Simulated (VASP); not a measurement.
# Co in VASP: further runs

Aim: see how the results for Co move with the level of theory and the settings. Levels: PBEsol, PBE. Tasks: single point, relaxation of the atoms.

All numbers are computed with VASP 6.6.1; they aren't measurements. Logs are shortened: lines on timing, memory, paths and dates and some standing lists are left out, and cuts for length are marked.

**1. The cell of the first run**

The cell holds a sheet with vacuum, 1 atom: a = 2.347 Å, b = 2.347 Å, c = 23.800 Å, α = 90.00°, β = 90.00°, γ = 120.00°.

**2. Single point, PBEsol, collinear spin, ferromagnetic start**

The input, INCAR:

```
  PREC = Accurate
  ENCUT = 520
  EDIFF = 1E-6
  ISMEAR = -1
  SIGMA = 0.05
  LREAL = False
  LASPH = True
  NELM = 150
  ALGO = Normal
  ISIF = 2
  LWAVE = False
  LCHARG = False
  ISPIN = 2
  MAGMOM = 2
  LORBIT = 11
  LMAXMIX = 4
  GGA = PS
  NBANDS = 14
```

The input, KPOINTS:

```
Automatic mesh
0
Gamma
  13 13 1
```

The input, POSCAR:

```
Co
1.0
    2.3471500000      0.0000000000      0.0000000000
   -1.1735800000      2.0326900000      0.0000000000
    0.0000000000      0.0000000000     23.8000000000
Co
1
Direct
    0.0000000000      0.0000000000      0.2941200000
```

Potentials or basis: VASP PAW PBE potentials, release 64 (Co).

The run is started by

```sh
$ cat potpaw_PBE.64/Co/POTCAR > POTCAR
$ mpirun -np 1 vasp_std > vasp.out
```

OUTCAR:

```text
PREC = Accurate
   ENCUT = 520
   EDIFF = 1E-6
   ISMEAR = -1
   LREAL = False
   LASPH = True
   NELM = 150
   ISIF = 2
   ISPIN = 2
   LORBIT = 11
   GGA = PS

 ion  position               nearest neighbor table
   1  0.000  0.000  0.294-

  LATTYP: Found a hexagonal cell.
 ALAT       =     2.3471500000
 C/A-ratio  =    10.1399569691

  Lattice vectors:

 A1 = (   2.3471500000,   0.0000000000,   0.0000000000)
 A2 = (  -1.1735800000,   2.0326900000,   0.0000000000)
 A3 = (   0.0000000000,   0.0000000000,  23.8000000000)

Analysis of symmetry for initial positions (statically):
=====================================================================
 Subroutine PRICEL returns:
 Original cell was already a primitive cell.

 Routine SETGRP: Setting up the symmetry group for a
 hexagonal supercell.

 Subroutine GETGRP returns: Found 24 space group operations
 (whereof 12 operations were pure point group operations)
 out of a pool of 24 trial point group operations.

The static configuration has the point symmetry C_6v.
 The point group associated with its full space group is D_6h.

Analysis of symmetry for dynamics (positions and initial velocities):
=====================================================================
 Subroutine PRICEL returns:
 Original cell was already a primitive cell.

 Routine SETGRP: Setting up the symmetry group for a
 hexagonal supercell.

 Subroutine GETGRP returns: Found 24 space group operations
 (whereof 12 operations were pure point group operations)
 out of a pool of 24 trial point group operations.

The dynamic configuration has the point symmetry C_6v.
 The point group associated with its full space group is D_6h.

Analysis of structural, dynamic, and magnetic symmetry:
=====================================================================
 Subroutine PRICEL returns:
 Original cell was already a primitive cell.

 Routine SETGRP: Setting up the symmetry group for a
 hexagonal supercell.

 Subroutine GETGRP returns: Found 24 space group operations
 (whereof 12 operations were pure point group operations)
 out of a pool of 24 trial point group operations.

The overall configuration has the point symmetry C_6v.
 The point group associated with its full space group is D_6h.

 Subroutine INISYM returns: Found 24 space group operations
 (whereof 12 operations are pure point group operations),
 and found     1 'primitive' translations

----------------------------------------------------------------------------------------

                                     Primitive cell

  volume of cell :     113.5505

  direct lattice vectors                    reciprocal lattice vectors
     2.347150000  0.000000000  0.000000000     0.426048612  0.245980514  0.000000000
[... 125 lines left out ...]

  energy without entropy =       -6.10872293  energy(sigma->0) =       -6.11632897

 E-fermi :  -3.7671     XC(G=0):  -2.0671

 val. band max:       -3.8191948006   @ k =   0.3077   0.0769   0.0000
 cond. band min:      -3.7649021821   @ k =   0.2308   0.2308   0.0000
 fundamental gap:      0.0542926184
 Fermi energy:        -3.7670702795

 spin component 1

 k-point     1 :       0.0000    0.0000    0.0000
  band No.  band energies     occupation
      1     -10.2073      1.00000
      2      -6.6221      1.00000
      3      -6.2139      1.00000
      4      -6.2139      1.00000
      5      -4.9107      1.00000
      6      -4.9107      1.00000
      7      -3.4577      0.00205
      8       1.1672      0.00000
      9       1.6000      0.00000
     10       1.6846      0.00000
     11       2.5606      0.00000
     12       2.7681      0.00000
     13       4.1535      0.00000
     14       4.5333      0.00000
[... 325 lines left out ...]
  band No.  band energies     occupation
      1      -6.8602      1.00000
      2      -6.7254      1.00000
      3      -6.3437      1.00000
      4      -6.3206      1.00000
      5      -5.4074      1.00000
      6       2.7863      0.00000
      7       5.4881      0.00000
      8       6.9034      0.00000
      9       7.6367      0.00000
     10      10.5093      0.00000
     11      11.1389      0.00000
     12      11.3572      0.00000
     13      11.9863      0.00000
     14      12.0243      0.00000
 Fermi energy:        -3.7670702795

 spin component 2

 k-point     1 :       0.0000    0.0000    0.0000
  band No.  band energies     occupation
      1      -9.9204      1.00000
      2      -5.1874      1.00000
      3      -4.6267      1.00000
      4      -4.6267      1.00000
      5      -3.5213      0.00728
      6      -2.8274      0.00000
      7      -2.8274      0.00000
      8       1.1132      0.00000
      9       1.5366      0.00000
     10       1.6484      0.00000
     11       2.5106      0.00000
     12       2.7912      0.00000
     13       4.1362      0.00000
     14       4.5083      0.00000
[... 326 lines left out ...]
      1      -5.5995      1.00000
      2      -5.1025      1.00000
      3      -5.0066      1.00000
      4      -4.5148      1.00000
      5      -3.4372      0.00136
      6       3.3495      0.00000
      7       5.9639      0.00000
      8       7.3926      0.00000
      9       7.8158      0.00000
     10      10.5845      0.00000
     11      11.0803      0.00000
     12      11.2317      0.00000
     13      11.9470      0.00000
     14      11.9893      0.00000

------------------------ aborting loop because EDIFF is reached ----------------------------------------

  FORCE on cell =-STRESS in cart. coord.  units (eV):
  Direction    XX          YY          ZZ          XY          YZ          ZX
  --------------------------------------------------------------------------------------
  -------------------------------------------------------------------------------------
  Total       -0.8554905     -0.8554893     -0.0017924      0.0000021      0.0000000      0.0000000
  in kB      -12.0708218    -12.0708037     -0.0252899      0.0000297      0.0000000      0.0000000
  external PRESSURE =      -8.0556385 kB  Pullay stress =       0.0000000 kB

 VOLUME and BASIS-vectors are now :
 -----------------------------------------------------------------------------
  energy-cutoff  :      520.00
  volume of cell :      113.55
      direct lattice vectors                 reciprocal lattice vectors
     2.347150000  0.000000000  0.000000000     0.426048612  0.245980514  0.000000000
    -1.173580000  2.032690000  0.000000000     0.000000000  0.491958931  0.000000000
     0.000000000  0.000000000 23.800000000     0.000000000  0.000000000  0.042016807

 POSITION                                       TOTAL-FORCE (eV/Angst)
 -----------------------------------------------------------------------------------
      0.00000      0.00000      7.00006         0.000000      0.000000      0.000000
 -----------------------------------------------------------------------------------
    total drift:                                0.000000      0.000000      0.000004

  FREE ENERGIE OF THE ION-ELECTRON SYSTEM (eV)
  ---------------------------------------------------
  free  energy   TOTEN  =        -6.1239350039 eV

  energy  without entropy=       -6.1087229299  energy(sigma->0) =       -6.11632897

 total charge

# of ion       s       p       d       tot
------------------------------------------
    1        0.531   0.381   7.223   8.136

 magnetization (x)

# of ion       s       p       d       tot
------------------------------------------
    1       -0.003  -0.044   1.810   1.763
```

OSZICAR:

```text
N       E                     dE             d eps       ncg     rms          rms(c)
DAV:   1     0.425024453525E+02    0.42502E+02   -0.31372E+03  1176   0.454E+02
DAV:   2    -0.565046225524E+01   -0.48153E+02   -0.43071E+02  1326   0.116E+02
DAV:   3    -0.701090750304E+01   -0.13604E+01   -0.13571E+01  1410   0.231E+01
[... 20 lines left out ...]
DAV:  24    -0.612392539668E+01   -0.41365E-05   -0.47006E-07  1254   0.422E-03    0.727E-04
DAV:  25    -0.612392951333E+01   -0.41167E-05   -0.21503E-07  1290   0.217E-03    0.414E-04
DAV:  26    -0.612393273161E+01   -0.32183E-05   -0.19208E-07  1248   0.145E-03    0.309E-04
DAV:  27    -0.612393468744E+01   -0.19558E-05   -0.62725E-08  1224   0.125E-03    0.379E-04
DAV:  28    -0.612393500386E+01   -0.31643E-06   -0.13289E-08  1164   0.615E-04
   1 F= -.61239350E+01 E0= -.61163290E+01  d E =-.152121E-01  mag=     1.7204
```

stdout:

```text
POSCAR found type information on POSCAR Co
 POSCAR found :  1 types and       1 ions
 scaLAPACK will be used
 -----------------------------------------------------------------------------
|                                                                             |
|                                                                             |
|     You enforced a specific xc type in the INCAR file but a different       |
|     I HOPE YOU KNOW WHAT YOU ARE DOING!                                     |
|                                                                             |
 -----------------------------------------------------------------------------

 LDA part: xc-table for (Slater+PW92), standard interpolation
 POSCAR, INCAR and KPOINTS ok, starting setup
 FFT: planning ... GRIDC
 FFT: planning ... GRID_SOFT
 FFT: planning ... GRID
 WAVECAR not read
 entering main loop
```

Run time: 1.7 min. Hardware: 1 thread of Intel Xeon Platinum 8375C at 2.90GHz (Ice Lake), shared host; peak memory 0.29 GiB.

What came out:

```
Free energy                                           : -6.1239 eV
Net moment                                            : 1.72 μB per cell
Site moments                                          : Co +1.76 μB
Valence electrons inside the program's atomic spheres : Co 8.14
```

Caveat: the PAW data sets were made with another functional, which shifts forces and pressure a little.

**3. Relaxation of the atoms, PBE, collinear spin, ferromagnetic start**

The input, INCAR:

```
SYSTEM = Co
PREC = Accurate
ENCUT = 520
EDIFF = 1E-6
ISMEAR = -1
SIGMA = 0.05
LREAL = .False.
LASPH = .True.
NELM = 150
ALGO = Normal
ISIF = 2
LWAVE = .False.
LCHARG = .False.
ISPIN = 2
MAGMOM = 2
LORBIT = 11
LMAXMIX = 4
GGA = PE
IBRION = 2
NSW = 80
EDIFFG = -0.02
```

The input, KPOINTS:

```
Automatic mesh
0
Gamma
  13 13 1
  0 0 0
```

POSCAR is that of step 2.

Potentials or basis: VASP PAW PBE potentials, release 64 (Co).

The run is started by

```sh
$ cat potpaw_PBE.64/Co/POTCAR > POTCAR
$ mpirun -np 1 vasp_std > vasp.out
```

It took 57 s on 1 thread of Intel Xeon 6975P-C (Granite Rapids), shared host; peak memory 0.27 GiB.

It converged, with:

```
Free energy                                           : -5.6396 eV
Net moment                                            : 1.72 μB per cell
Site moments                                          : Co +1.77 μB
Valence electrons inside the program's atomic spheres : Co 8.14
```

Final structure:
```yaml
crystal:
  lattice:
    - [2.34715, 0.00000, 0.00000]
    - [-1.17358, 2.03269, 0.00000]
    - [0.00000, 0.00000, 23.80000]
  atoms:
    - { symbol: Co, position: [0.00000, 0.00000, 0.29412] }
```

Levels at points of the mesh, in eV from the Fermi level:
Spin up:
| k point | band 2 | band 3 | band 4 | band 5 | band 6 | band 7 | band 8 | band 9 |
| --- | --- | --- | --- | --- | --- | --- | --- | --- |
| (0.00, 0.00, 0.00) | -2.87 | -2.45 | -2.45 | -1.18 | -1.18 | 0.29 | 4.78 | 5.24 |
Spin down:
| k point | band 1 | band 2 | band 3 | band 4 | band 5 | band 6 | band 7 | band 8 | band 9 |
| --- | --- | --- | --- | --- | --- | --- | --- | --- | --- |
| (0.00, 0.00, 0.00) | -6.14 | -1.43 | -0.85 | -0.85 | 0.23 | 0.95 | 0.95 | 4.69 | 5.11 |

Caveat: the relaxation stopped at its first step, so nothing moved.
